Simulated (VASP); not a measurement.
Crystal: Te2Mo.

```
CELL_PARAMETERS angstrom
3.58720 0.00000 0.00000
-1.79360 3.10661 0.00000
0.00000 0.00000 14.24766
ATOMIC_POSITIONS crystal
Te 0.66667 0.33333 0.37900
Te 0.33333 0.66667 0.87900
Te 0.66667 0.33333 0.12100
Te 0.33333 0.66667 0.62100
Mo 0.66667 0.33333 0.75000
Mo 0.33333 0.66667 0.25000
```

Program: VASP 6.6.1. Alike in all runs: task single point; cell as given; k mesh 9 × 9 × 2; cutoff (eV) 520; smearing fermi-dirac 0.05 eV.

Task: Order these runs on this cell by their pressure, lowest first.
A. level LDA; potentials or basis VASP PAW LDA potentials, release 64 (Te, Mo_sv); spin off
B. level PBE; potentials or basis VASP PAW PBE potentials, release 64 (Te, Mo_sv); spin non-collinear, zero start, SOC
C. level r2SCAN+rVV10; potentials or basis VASP PAW PBE potentials, release 64 (Te, Mo_sv); spin off

Result: A (-7.7 GPa), C (-4.1 GPa), B (-2.4 GPa).

Caveats: the cell stands under tension (at least some runs); this functional lacks dispersion, which binds layers or chains, so the pressure and a relaxed spacing across them are unreliable (at least some runs); the PAW data sets were made with another functional, which shifts forces and pressure a little (at least some runs).
